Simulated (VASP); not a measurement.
# Zr8C in VASP: notebook

Zr8C is run at these levels: PBE; tasks: single point.

Everything below comes from runs of VASP 6.6.1. Logs are shortened: lines on timing, memory, paths and dates and some standing lists are left out, and cuts for length are marked.

### Step 1. The cell of the first run

The cell holds a slab with vacuum, 9 atoms: a = 6.466 Å, b = 5.169 Å, c = 18.977 Å, α = 90.00°, β = 90.00°, γ = 90.00°.

### Step 2. Single point, PBE

Contents of INCAR:

```
SYSTEM = Zr8C
ALGO     = Normal         ! electronic algorithm
DIPOL    = 0.5 0.5 0.317
EDIFF    = 1E-6           ! SCF threshold, eV
ENCUT    = 520            ! plane-wave cutoff, eV
GGA      = PE             ! functional
IDIPOL   = 3            
ISIF     = 2              ! what is computed and relaxed
ISMEAR   = 0              ! smearing method
LASPH    = .TRUE.         ! aspherical terms in the spheres
LCHARG   = .FALSE.        ! write CHGCAR
LDIPOL   = .TRUE.       
LREAL    = .FALSE.        ! projectors in reciprocal space
LWAVE    = .FALSE.        ! write WAVECAR
NBANDS   = 60             ! bands
NELM     = 80             ! most SCF steps
PREC     = Accurate       ! precision mode
SIGMA    = 0.1            ! smearing width, eV
```

Contents of KPOINTS:

```
k-points
0
G
  4 5 1
  0 0 0
```

Contents of POSCAR:

```
Zr8C
1.0
    6.4655797184      0.0000000000      0.0000000000
    0.0000000000      5.1691196971      0.0000000000
    0.0000000000      0.0000000000     18.9770873264
Zr C
8 1
Direct
    0.0000000000      0.7500000000      0.2107805024
    0.5000000000      0.7500000000      0.2107805024
    0.2500000000      0.2500000000      0.2599569661
    0.7500000000      0.2500000000      0.2599569661
    0.2500000000      0.7500000000      0.3477072663
    0.7500000000      0.7500000000      0.3477072663
    0.0000000000      0.2500000000      0.3940060557
    0.5000000000      0.2500000000      0.3940060557
    0.0625000000      0.7500000000      0.4273080885
```

Potentials or basis: VASP PAW PBE potentials, release 64 (Zr_sv, C).

The run is started by

```sh
> cat potpaw_PBE.64/Zr_sv/POTCAR potpaw_PBE.64/C/POTCAR > POTCAR
> mpirun -np 1 vasp_std > vasp.out
```

OUTCAR:

```text
SYSTEM = Zr8C
   EDIFF = 1E-6
   ENCUT = 520
   GGA = PE
   ISIF = 2
   ISMEAR = 0
   LASPH = .TRUE.
   LREAL = .FALSE.
   NELM = 80
   PREC = Accurate

 ion  position               nearest neighbor table
   1  0.000  0.750  0.211-   5 3.06   6 3.06   3 3.19   4 3.19   3 3.19   4 3.19   2 3.23   2 3.23

   2  0.500  0.750  0.211-   5 3.06   6 3.06   3 3.19   4 3.19   3 3.19   4 3.19   1 3.23   1 3.23

   3  0.250  0.250  0.260-   7 3.01   8 3.01   5 3.07   5 3.07   1 3.19   1 3.19   2 3.19   2 3.19
                             4 3.23   4 3.23
   4  0.750  0.250  0.260-   7 3.01   8 3.01   6 3.07   6 3.07   1 3.19   1 3.19   2 3.19   2 3.19
                             3 3.23   3 3.23
   5  0.250  0.750  0.348-   9 1.94   2 3.06   1 3.06   3 3.07   3 3.07   7 3.17   8 3.17   7 3.17
                             8 3.17   6 3.23   6 3.23
   6  0.750  0.750  0.348-   9 2.52   2 3.06   1 3.06   4 3.07   4 3.07   7 3.17   8 3.17   7 3.17
                             8 3.17   5 3.23   5 3.23
   7  0.000  0.250  0.394-   9 2.69   9 2.69   3 3.01   4 3.01   5 3.17   5 3.17   6 3.17   6 3.17
                             8 3.23   8 3.23
   8  0.500  0.250  0.394-   3 3.01   4 3.01   5 3.17   6 3.17   5 3.17   6 3.17   7 3.23   7 3.23

   9  0.062  0.750  0.427-   5 1.94   6 2.52   7 2.69   7 2.69

  LATTYP: Found a simple orthorhombic cell.
 ALAT       =     5.1691196971
 B/A-ratio  =     1.2508086671
 C/A-ratio  =     3.6712416114

  Lattice vectors:

 A1 = (   0.0000000000,  -5.1691196971,   0.0000000000)
 A2 = (   6.4655797184,   0.0000000000,   0.0000000000)
 A3 = (   0.0000000000,   0.0000000000,  18.9770873264)

Analysis of symmetry for initial positions (statically):
=====================================================================
 Subroutine PRICEL returns:
 Original cell was already a primitive cell.

 Routine SETGRP: Setting up the symmetry group for a
 simple orthorhombic supercell.

 Subroutine GETGRP returns: Found  2 space group operations
 (whereof  1 operations were pure point group operations)
 out of a pool of  8 trial point group operations.

The static configuration has the point symmetry C_1 .
 The point group associated with its full space group is C_1h.

Analysis of symmetry for dynamics (positions and initial velocities):
=====================================================================
 Subroutine PRICEL returns:
 Original cell was already a primitive cell.

 Routine SETGRP: Setting up the symmetry group for a
 simple orthorhombic supercell.

 Subroutine GETGRP returns: Found  2 space group operations
 (whereof  1 operations were pure point group operations)
 out of a pool of  8 trial point group operations.

[... 117 lines left out ...]
   IMIX   =      4    mixing-type and parameters
     AMIX     =   0.40;   BMIX     =  1.00
     AMIX_MAG =   1.60;   BMIX_MAG =  1.00
  volume/ion in A,a.u.               =      70.47       475.56
  Fermi-wavevector in a.u.,A,eV,Ry     =   0.884417  1.671305 10.642382  0.782193
  Thomas-Fermi vector in A             =   2.005314
   LORBIT       =      0    0 simple, 1 ext, 2 COOP (PROOUT), +10 PAW based schemes
   GGA     = PE    functional components
   LHFCALC =     F    Hartree Fock is set to
   AEXX    =    0.0000 exact exchange contribution
   IVDW    =     0    specifies the selected vdW correction
   LEPSILON=     F    determine dielectric tensor
   LRPA    =     F    only Hartree local field effects (RPA)
 non-spin polarized calculation
 Gauss-broadening in eV      SIGMA  =   0.10
  energy-cutoff  :      520.00
  volume of cell :      634.24
 maximum number of plane-waves:     17106
   NGX = 25   NGY = 19   NGZ = 71

 dipolmoment           0.000000      0.000000     -0.962141 electrons x Angstroem

 number of electron      99.9999999 magnetization

 number of electron     100.0000000 magnetization

 dipolmoment           0.000000      0.000000      0.062270 electrons x Angstroem

 Free energy of the ion-electron system (eV)
  ---------------------------------------------------
  ext. energy  EPLUGINS =         0.00000000
  ---------------------------------------------------
  free energy    TOTEN  =       -69.54655464 eV

  energy without entropy =      -69.48023311  energy(sigma->0) =      -69.51339388

 E-fermi :   0.1146     XC(G=0):  -4.3554

 val. band max:        0.1014081270   @ k =   0.5000   0.2000   0.0000
 cond. band min:       0.1419210601   @ k =   0.2500   0.2000   0.0000
 fundamental gap:      0.0405129331
 Fermi energy:         0.1146378725

 k-point     1 :       0.0000    0.0000    0.0000
  band No.  band energies     occupation
      1     -49.0336      2.00000
      2     -49.0001      2.00000
      3     -48.9803      2.00000
      4     -48.9536      2.00000
      5     -48.5028      2.00000
      6     -48.4769      2.00000
[... 556 lines left out ...]
     59       0.8828      0.00000
     60       0.9347      0.00000

------------------------ aborting loop because EDIFF is reached ----------------------------------------

 vacuum level on the upper side and lower side of the slab       (xc-potential included)         0.046        -0.324

  FORCE on cell =-STRESS in cart. coord.  units (eV):
  Direction    XX          YY          ZZ          XY          YZ          ZX
  --------------------------------------------------------------------------------------
  -------------------------------------------------------------------------------------
  Total       -3.2282858     -4.4410701      2.8087494      0.0000000      0.0000000     -3.4396469
  in kB       -8.1550934    -11.2187531      7.0952868      0.0000000      0.0000000     -8.6890205
  external PRESSURE =      -4.0928532 kB  Pullay stress =       0.0000000 kB

 VOLUME and BASIS-vectors are now :
 -----------------------------------------------------------------------------
  energy-cutoff  :      520.00
  volume of cell :      634.24
      direct lattice vectors                 reciprocal lattice vectors
     6.465579718  0.000000000  0.000000000     0.154665172  0.000000000  0.000000000
     0.000000000  5.169119697  0.000000000     0.000000000  0.193456538  0.000000000
     0.000000000  0.000000000 18.977087326     0.000000000  0.000000000  0.052695126

 POSITION                                       TOTAL-FORCE (eV/Angst)
 -----------------------------------------------------------------------------------
      0.00000      3.87684      4.00000        -0.120260      0.000000     -0.002717
      3.23279      3.87684      4.00000        -0.102781      0.000000     -0.216297
      1.61639      1.29228      4.93323         0.073998      0.000000     -0.400166
      4.84918      1.29228      4.93323        -0.216340      0.000000     -0.278544
      1.61639      3.87684      6.59847         2.012229      0.000000     -1.274565
      4.84918      3.87684      6.59847         0.973528      0.000000      0.847195
      0.00000      1.29228      7.47709         0.201931      0.000000      1.150645
      3.23279      1.29228      7.47709         0.269808      0.000000      0.131315
      0.40410      3.87684      8.10906        -3.092112      0.000000      0.043134
 -----------------------------------------------------------------------------------
    total drift:                               -0.000019     -0.000000     -0.000013

  FREE ENERGIE OF THE ION-ELECTRON SYSTEM (eV)
  ---------------------------------------------------
  free  energy   TOTEN  =       -69.5465546445 eV

  energy  without entropy=      -69.4802331116  energy(sigma->0) =      -69.51339388

 vacuum level on the upper side and lower side of the slab         4.028         3.644
```

OSZICAR:

```text
N       E                     dE             d eps       ncg     rms          rms(c)
DAV:   1     0.102093460255E+04    0.10209E+04   -0.49794E+04  1336   0.141E+03
DAV:   2     0.273019434333E+02   -0.99363E+03   -0.97720E+03  1372   0.412E+02
DAV:   3    -0.665117125287E+02   -0.93814E+02   -0.92405E+02  1644   0.902E+01
[... 23 lines left out ...]
DAV:  27    -0.695465289073E+02   -0.74184E-04   -0.53418E-06  1016   0.504E-03    0.201E-03
DAV:  28    -0.695465462722E+02   -0.17365E-04   -0.10814E-06   864   0.291E-03    0.642E-04
DAV:  29    -0.695465530643E+02   -0.67921E-05   -0.47521E-07   752   0.161E-03    0.534E-04
DAV:  30    -0.695465542380E+02   -0.11738E-05   -0.17872E-07   644   0.109E-03    0.400E-04
DAV:  31    -0.695465546445E+02   -0.40650E-06   -0.10823E-07   652   0.671E-04
   1 F= -.69546555E+02 E0= -.69513394E+02  d E =-.663215E-01
```

Wall time 25 min (1 thread of Intel Xeon 8259CL, shared host); peak memory 0.71 GiB.

Results:

| Quantity | Value |
| --- | --- |
| Free energy | -69.5466 eV |
| Largest force | 3.092 eV/Å |
| Band gap on the k mesh | zero (bands 50 and 51 overlap by 0.51 eV) |

Forces in eV/Å, atoms in the order of the input:
```
Zr  -0.120  0.000 -0.003
Zr  -0.103  0.000 -0.216
Zr   0.074  0.000 -0.400
Zr  -0.216  0.000 -0.279
Zr   2.012  0.000 -1.275
Zr   0.974  0.000  0.847
Zr   0.202  0.000  1.151
Zr   0.270  0.000  0.131
C   -3.092  0.000  0.043
```

### Step 3. Single point, PBE

Contents of INCAR:

```
SYSTEM = Zr8C
PREC = Accurate
ENCUT = 520
EDIFF = 1E-6
ISMEAR = 0
SIGMA = 0.1
LREAL = .False.
LASPH = .True.
NELM = 80
ALGO = Normal
ISIF = 2
LWAVE = .False.
LCHARG = .True.
LDIPOL = .True.
IDIPOL = 3
DIPOL = 0.5 0.5 0.319
GGA = PE
LELF = .True.
LVHAR = .True.
LVACPOTAV = .True.
NBANDS = 60
```

Contents of KPOINTS:

```
Automatic mesh
0
Gamma
  4 5 1
  0 0 0
```

Changes to POSCAR since step 2:

```diff
@@ -16,2 +16,2 @@
     0.5000000000      0.2500000000      0.3940060557
-    0.0625000000      0.7500000000      0.4273080885
+    0.2500000000      0.3750000000      0.4452484587
```

Potentials or basis: VASP PAW PBE potentials, release 64 (Zr_sv, C).

The run is started by

```sh
> cat potpaw_PBE.64/Zr_sv/POTCAR potpaw_PBE.64/C/POTCAR > POTCAR
> mpirun -np 1 vasp_std > vasp.out
```

Run time: 22 min. Hardware: 1 thread of Intel Xeon 8259CL, shared host; peak memory 0.71 GiB.

Results (log left out):

```yaml
Free_energy: -69.1194 eV
Largest_force: 1.285 eV/Å
Band_gap_on_the_k_mesh: zero (bands 50 and 51 overlap by 0.43 eV)
```

Forces on the atoms (eV/Å):
```
Zr   0.058  0.003  0.181
Zr  -0.058  0.003  0.181
Zr   0.000 -0.338 -0.925
Zr   0.000  0.250 -0.352
Zr   0.000 -0.444  0.960
Zr   0.000 -0.204 -0.577
Zr  -0.412 -0.277  0.239
Zr   0.412 -0.277  0.239
C    0.000  1.284  0.056
```

Levels at points of the mesh, in eV from the Fermi level:
```csv
k point,band 46,band 47,band 48,band 49,band 50,band 51,band 52,band 53,band 54,band 55
"(0.00, 0.00, 0.00)",-0.92,-0.52,-0.44,-0.16,0.26,0.43,0.56,0.67,0.70,0.75
"(0.50, 0.00, 0.00)",-0.80,-0.72,-0.26,-0.20,-0.18,-0.17,-0.05,0.11,0.33,0.44
```

### Step 4. Single point, PBE

Contents of INCAR:

```
SYSTEM = Zr8C
ALGO = Normal
DIPOL = 0.5 0.5 0.319
EDIFF = 1E-6
ENCUT = 520
GGA = PE
IDIPOL = 3
ISIF = 2
ISMEAR = 0
LASPH = .TRUE.
LCHARG = .FALSE.
LDIPOL = .TRUE.
LREAL = .FALSE.
LWAVE = .FALSE.
NBANDS = 60
NELM = 60
PREC = Accurate
SIGMA = 0.1
```

Contents of KPOINTS:

```
k-points
0
G
  4 5 1
  0 0 0
```

Changes to POSCAR since step 3:

```diff
@@ -16,2 +16,2 @@
     0.5000000000      0.2500000000      0.3940060557
-    0.2500000000      0.3750000000      0.4452484587
+    0.1875000000      0.7500000000      0.4488351972
```

The run is started by

```sh
> cat potpaw_PBE.64/Zr_sv/POTCAR potpaw_PBE.64/C/POTCAR > POTCAR
> mpirun -np 1 vasp_std > vasp.out
```

It took 24 min on 1 thread of Intel Xeon 8259CL, shared host; peak memory 0.71 GiB.

Results (log left out):

```
Free energy            : -67.7117 eV
Largest force          : 1.101 eV/Å
Band gap on the k mesh : zero (bands 50 and 51 overlap by 0.34 eV)
```

Forces in eV/Å, atoms in the order of the input:
```
Zr  -0.251  0.000 -0.133
Zr   0.069  0.000 -0.092
Zr   0.029  0.000 -0.396
Zr  -0.154  0.000 -0.145
Zr   0.816  0.000 -0.529
Zr   0.197  0.000  0.093
Zr   0.398  0.000  0.873
Zr  -0.004  0.000  0.275
C   -1.100  0.000  0.054
```

Levels at points of the mesh, in eV from the Fermi level:
```csv
k point,band 46,band 47,band 48,band 49,band 50,band 51,band 52,band 53,band 54,band 55
"(0.00, 0.00, 0.00)",-0.92,-0.34,-0.11,0.01,0.20,0.36,0.66,0.68,0.72,0.77
"(0.50, 0.00, 0.00)",-0.70,-0.45,-0.23,-0.23,-0.16,-0.14,0.02,0.24,0.37,0.40
```

### Step 5. The runs side by side

| cell | gap on the mesh (eV) | largest force (eV/Å) |
| --- | --- | --- |
| as given, atomic positions A | none | 3.09 |
| as given, atomic positions B | none | 1.29 |
| as given, atomic positions C | none | 1.10 |

Alike in all rows: task single point; level PBE; potentials or basis VASP PAW PBE potentials, release 64 (Zr_sv, C); no spin polarisation; k mesh 4 × 5 × 1; cutoff (eV) 520; smearing gaussian 0.1 eV.

Total energies depend on the potentials used, so only differences within one code and one set of settings carry meaning.
